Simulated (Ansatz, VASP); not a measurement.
## SiNi in VASP and in Ansatz

```
CELL_PARAMETERS angstrom
5.09819 0.00000 0.00000
0.00000 3.34999 0.00000
0.00000 0.00000 5.57363
ATOMIC_POSITIONS crystal
Si 0.32148 0.75000 0.08353
Si 0.17852 0.25000 0.58353
Si 0.82148 0.75000 0.41647
Si 0.67852 0.25000 0.91647
Ni 0.00778 0.25000 0.18904
Ni 0.49222 0.75000 0.68904
Ni 0.50778 0.25000 0.31096
Ni 0.99222 0.75000 0.81096
```

Alike in both runs: functional r2SCAN; k mesh 8 × 10 × 6; occupations gaussian, width 0.1 eV; no spin polarisation.

Ansatz relaxed the structure, and its values are those at the end. VASP's run is a single point on that final structure, the one shown.

|  | VASP | Ansatz |
| --- | --- | --- |
| version | VASP 6.6.1 | Ansatz 0.2.0 |
| potentials or method | VASP PAW PBE potentials, release 64 (Si, Ni), cutoff 520 eV | scalar-relativistic, plane waves, PAW |
| valence electrons in the cell | 56 | 88 |

```csv
,VASP,Ansatz,Ansatz less VASP
gap on the k mesh at the Fermi level (eV),none,none,-
pressure (GPa),0.0,0.0,-0.03
rms of the force components (eV/Å),0.005,0.001,-0.0042
```

VASP's potentials were made for PBE, not for r2SCAN. A gap of «none» marks a metal or a gap that the smearing closes. VASP's potentials hold 56 valence electrons a cell and Ansatz's 88, so a difference there can come from the potentials and not from the codes.
